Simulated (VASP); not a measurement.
# MgO in VASP: further runs, part 2 of 2

VASP 6.6.1. Earlier steps stand in the parts before.

## Step 4: Single point, r2SCAN (strain along [111] +1.6%)

Contents of POSCAR:

```
MgO
1.0
    2.6376026588      0.0142535303      0.0142535303
    0.0142535303      2.6376026588      0.0142535303
    0.0142535303      0.0142535303      2.6376026588
Mg O
1 1
Direct
    0.0000000000      0.0000000000      0.0000000000
    0.5000000000      0.5000000000      0.5000000000
```

Contents of INCAR.step1:

```
ALGO     = Normal         # electronic algorithm
EDIFF    = 1E-5           # SCF threshold, eV
ENCUT    = 750            # plane-wave cutoff, eV
GGA      = PE             # functional
GGA_COMPAT= False        
ISMEAR   = 0              # smearing method
LASPH    = True           # aspherical terms in the spheres
LCHARG   = False          # write CHGCAR
LREAL    = False          # projectors in reciprocal space
LWAVE    = True           # write WAVECAR
NBANDS   = 15             # bands
NELM     = 120            # most SCF steps
PREC     = Accurate       # precision mode
SIGMA    = 0.01           # smearing width, eV
```

Contents of INCAR.step2:

```
ALGO     = Normal         # electronic algorithm
EDIFF    = 1E-6           # SCF threshold, eV
ENCUT    = 750            # plane-wave cutoff, eV
GGA_COMPAT= False        
ISIF     = 2              # what is computed and relaxed
ISMEAR   = 0              # smearing method
ISTART   = 1            
LASPH    = True           # aspherical terms in the spheres
LCHARG   = True           # write CHGCAR
LELF     = True           # ELF
LMIXTAU  = True         
LREAL    = False          # projectors in reciprocal space
LVHAR    = True         
LWAVE    = False          # write WAVECAR
METAGGA  = R2SCAN         # meta-GGA
NBANDS   = 15             # bands
NELM     = 120            # most SCF steps
PREC     = Accurate       # precision mode
SIGMA    = 0.01           # smearing width, eV
```

Contents of KPOINTS:

```
k-points
0
Gamma
  10 10 10
```

Potentials or basis: VASP PAW PBE potentials, release 64 (Mg_sv, O).

Launch:

```console
cat potpaw_PBE.64/Mg_sv/POTCAR potpaw_PBE.64/O/POTCAR > POTCAR
cp INCAR.step1 INCAR
mpirun -np 1 vasp_std > vasp.out
cp INCAR.step2 INCAR
mpirun -np 1 vasp_std > vasp.out
```

OUTCAR:

```text
EDIFF = 1E-6
   ENCUT = 750
   ISIF = 2
   ISMEAR = 0
   ISTART = 1
   LASPH = True
   LREAL = False
   METAGGA = R2SCAN
   NELM = 120
   PREC = Accurate

 ion  position               nearest neighbor table
   1  0.000  0.000  0.000-
   2  0.500  0.500  0.500-

  LATTYP: Found a trigonal (rhomboedric) cell.
 ALAT       =     2.6376796834
 COS(alpha) =     0.0108365135

  Lattice vectors:

 A1 = (   2.6376026588,   0.0142535303,   0.0142535303)
 A2 = (   0.0142535303,   2.6376026588,   0.0142535303)
 A3 = (   0.0142535303,   0.0142535303,   2.6376026588)

Analysis of symmetry for initial positions (statically):
=====================================================================
 Subroutine PRICEL returns:
 Original cell was already a primitive cell.

 Routine SETGRP: Setting up the symmetry group for a
 trigonal (rhombohedral) supercell.

 Subroutine GETGRP returns: Found 12 space group operations
 (whereof 12 operations were pure point group operations)
 out of a pool of 12 trial point group operations.

The static configuration has the point symmetry D_3d.

Analysis of symmetry for dynamics (positions and initial velocities):
=====================================================================
 Subroutine PRICEL returns:
 Original cell was already a primitive cell.

 Routine SETGRP: Setting up the symmetry group for a
 trigonal (rhombohedral) supercell.

 Subroutine GETGRP returns: Found 12 space group operations
 (whereof 12 operations were pure point group operations)
 out of a pool of 12 trial point group operations.

The dynamic configuration has the point symmetry D_3d.

 Subroutine INISYM returns: Found 12 space group operations
 (whereof 12 operations are pure point group operations),
 and found     1 'primitive' translations

----------------------------------------------------------------------------------------

                                     Primitive cell

  volume of cell :      18.3481

  direct lattice vectors                    reciprocal lattice vectors
     2.637602659  0.014253530  0.014253530     0.379154188 -0.002037926 -0.002037926
     0.014253530  2.637602659  0.014253530    -0.002037926  0.379154188 -0.002037926
     0.014253530  0.014253530  2.637602659    -0.002037926 -0.002037926  0.379154188

  length of vectors
     2.637679683  2.637679683  2.637679683     0.379165142  0.379165142  0.379165142

  position of ions in fractional coordinates (direct lattice)
     0.000000000  0.000000000  0.000000000
     0.500000000  0.500000000  0.500000000

  ion indices of the primitive-cell ions
   primitive index   ion index
                 1           1
                 2           2

----------------------------------------------------------------------------------------

 KPOINTS: k-points

Automatic generation of k-mesh.
 Grid dimensions read from file:
 generate k-points for:   10   10   10

 Generating k-lattice:

  Cartesian coordinates                     Fractional coordinates (reciprocal lattice)
[... 22 lines left out ...]
  0.500000 -0.000000 -0.000000      3.000000
[... 16 lines left out ...]
  0.300000  0.300000 -0.000000      6.000000
  0.400000  0.300000  0.000000     12.000000
 [... further k-points ...]
   k-points           NKPTS =    116   k-points in BZ     NKDIM =    116   number of bands    NBANDS=     15
   number of dos      NEDOS =    301   number of ions     NIONS =      2
   total plane-waves  NPLWV =  13824
   dimension x,y,z NGX =    24 NGY =   24 NGZ =   24
   dimension x,y,z NGXF=    48 NGYF=   48 NGZF=   48
   ions per type =               1   1
   NGX,Y,Z   is equivalent  to a cutoff of  15.13, 15.13, 15.13 a.u.
   NGXF,Y,Z  is equivalent  to a cutoff of  30.25, 30.25, 30.25 a.u.
 SYSTEM =  unknown system
   PREC   = accura    normal or accurate (medium, high low for compatibility)
   ISTART =      1    job   : 0-new  1-cont  2-samecut
   ICHARG =      0    charge: 1-file 2-atom 10-const
   ISPIN  =      1    spin polarized calculation?
   LNONCOLLINEAR =      F non collinear calculations
   LSORBIT =      F    spin-orbit coupling
   LASPH  =      T    aspherical Exc in radial PAW
   ENCUT  =  750.0 eV  55.12 Ry    7.42 a.u.   5.89  5.89  5.89*2*pi/ulx,y,z
   NELM   =    120;   NELMIN=  2; NELMDL=  0     # of ELM steps
   EDIFF  = 0.1E-05   stopping-criterion for ELM
   LREAL  =      F    real-space projection
   EDIFFG = 0.1E-04   stopping-criterion for IOM
   NSW    =      0    number of steps for IOM
   IBRION =     -1    ionic relax: 0-MD 1-quasi-New 2-CG
   NFREE  =      0    steps in history (QN), initial steepest desc. (CG)
   ISIF   =      2    stress and relaxation
   ISYM   =      2    0-nonsym 1-usesym 2-fastsym
   POTIM  = 0.5000    time-step for ionic-motion
   TEBEG  =    0.0;   TEEND  =   0.0 temperature during run
   PSTRESS=    0.0 pullay stress
   NELECT =      16.0000    total number of electrons
   NUPDOWN=      -1.0000    fix difference up-down
   EMIN   =  10.00;   EMAX   =-10.00  energy-range for DOS
   EFERMI =   0.00;   METHOD = LEGACY
   ISMEAR =     0;   SIGMA  =   0.01  broadening in eV -4-tet -1-fermi 0-gaus
   EFERMI_NEDOS =   21; number of points for ismear=-14 and -15
   IALGO  =     38    algorithm
   IMIX   =      4    mixing-type and parameters
     AMIX     =   0.40;   BMIX     =  1.00
     AMIX_MAG =   1.60;   BMIX_MAG =  1.00
  volume/ion in A,a.u.               =       9.17        61.91
  Fermi-wavevector in a.u.,A,eV,Ry     =   1.564053  2.955631 33.283406  2.446261
  Thomas-Fermi vector in A             =   2.666733
   LORBIT       =      0    0 simple, 1 ext, 2 COOP (PROOUT), +10 PAW based schemes
   METAGGA = R2SCAN    functional components
   LHFCALC =     F    Hartree Fock is set to
   AEXX    =    0.0000 exact exchange contribution
   IVDW    =     0    specifies the selected vdW correction
   LEPSILON=     F    determine dielectric tensor
   LRPA    =     F    only Hartree local field effects (RPA)
 non-spin polarized calculation
 Gauss-broadening in eV      SIGMA  =   0.01
  energy-cutoff  :      750.00
  volume of cell :       18.35
 maximum number of plane-waves:       874
   NGX = 11   NGY = 11   NGZ = 11

 number of electron      16.0000017 magnetization

 Free energy of the ion-electron system (eV)
  ---------------------------------------------------
  ext. energy  EPLUGINS =         0.00000000
  ---------------------------------------------------
  free energy    TOTEN  =       -14.55134255 eV

  energy without entropy =      -14.55134255  energy(sigma->0) =      -14.55134255

 E-fermi :   4.6610     XC(G=0): -12.2560

 val. band max:        4.3975491866   @ k =   0.5000   0.5000   0.0000
 cond. band min:       7.7721346481   @ k =   0.0000   0.0000   0.0000
 fundamental gap:      3.3745854615
 Fermi energy:         4.6609654878

 k-point     1 :       0.0000    0.0000    0.0000
  band No.  band energies     occupation
      1     -73.2370      2.00000
      2     -38.3047      2.00000
      3     -38.2951      2.00000
      4     -38.2951      2.00000
      5     -15.0600      2.00000
      6       3.3338      2.00000
      7       3.3338      2.00000
      8       3.4229      2.00000
      9       7.7721      0.00000
     10      15.8555      0.00000
     11      15.8555      0.00000
     12      25.9410      0.00000
     13      26.2717      0.00000
     14      26.2717      0.00000
[... 401 lines left out ...]
      2     -38.3984      2.00000
      3     -38.3629      2.00000
      4     -38.2812      2.00000
      5     -13.4562      2.00000
      6      -0.7058      2.00000
      7       0.7633      2.00000
      8       4.1364      2.00000
      9      12.2646      0.00000
     10      14.9736      0.00000
     11      17.7211      0.00000
     12      21.7876      0.00000
     13      24.5025      0.00000
     14      26.1664      0.00000
     15      28.2456      0.00000

 [... further k-points ...]

------------------------ aborting loop because EDIFF is reached ----------------------------------------

  FORCE on cell =-STRESS in cart. coord.  units (eV):
  Direction    XX          YY          ZZ          XY          YZ          ZX
  --------------------------------------------------------------------------------------
  -------------------------------------------------------------------------------------
  Total       -0.2951385     -0.2951385     -0.2951385      0.0742910      0.0742910      0.0742910
  in kB      -25.7718859    -25.7718859    -25.7718859      6.4871879      6.4871879      6.4871879
  external PRESSURE =     -25.7718859 kB  Pullay stress =       0.0000000 kB

 VOLUME and BASIS-vectors are now :
 -----------------------------------------------------------------------------
  energy-cutoff  :      750.00
  volume of cell :       18.35
      direct lattice vectors                 reciprocal lattice vectors
     2.637602659  0.014253530  0.014253530     0.379154188 -0.002037926 -0.002037926
     0.014253530  2.637602659  0.014253530    -0.002037926  0.379154188 -0.002037926
     0.014253530  0.014253530  2.637602659    -0.002037926 -0.002037926  0.379154188

 POSITION                                       TOTAL-FORCE (eV/Angst)
 -----------------------------------------------------------------------------------
      0.00000      0.00000      0.00000         0.000000      0.000000      0.000000
      1.33305      1.33305      1.33305        -0.000000     -0.000000      0.000000
 -----------------------------------------------------------------------------------
    total drift:                                0.000000      0.000000     -0.000000

  FREE ENERGIE OF THE ION-ELECTRON SYSTEM (eV)
  ---------------------------------------------------
  free  energy   TOTEN  =       -14.5513425487 eV

  energy  without entropy=      -14.5513425487  energy(sigma->0) =      -14.55134255
```

It took 92 s on 1 thread of Intel Xeon Platinum 8259CL at 2.50GHz (Skylake/Cascade Lake), shared host; peak memory 0.18 GiB.

Results:

* Free energy: -14.5513 eV
* Pressure: -2.6 GPa
* Band gap on the k mesh: 3.37 eV (least direct gap 4.35 eV)

Stress tensor (GPa, compression positive):
```
-2.58  0.65  0.65
 0.65 -2.58  0.65
 0.65  0.65 -2.58
```

Caveat: the cell differs from its parent crystal (strain along [111] +1.6%); the PAW data sets were made with another functional, which shifts forces and pressure a little.

## Step 5: Overview

```tsv
level	potentials or basis	cell	k mesh	cutoff (eV)	grid for exact exchange (PRECFOCK)	share of exact exchange	screening parameter	mended	gap on the mesh (eV)	pressure (GPa)
HSE06	VASP PAW PBE potentials, release 64 (Mg, O)	a = 2.781 Å, 2 atoms	6 × 6 × 6	520	Normal	0.25	0.2079 1/Å	-	2.54	-20.3
HSE06	VASP PAW PBE potentials, release 64 (Mg, O)	a = 2.638 Å, angles 89.4°, 2 atoms	6 × 6 × 6	520	Normal	0.25	0.2079 1/Å	-	3.97	-3.6
r2SCAN	VASP PAW PBE potentials, release 64 (Mg_sv, O)	a = 2.638 Å, angles 89.4°, 2 atoms	10 × 10 × 10	750	-	-	-	yes	3.37	-2.6
```

Alike in all rows: task single point; no spin polarisation; smearing gaussian 0.01 eV.

Caveats: the PAW data sets were made with another functional, which shifts forces and pressure a little; the cell stands under tension (at least some runs).

Total energies depend on the potentials used, so only differences within one code and one set of settings carry meaning.
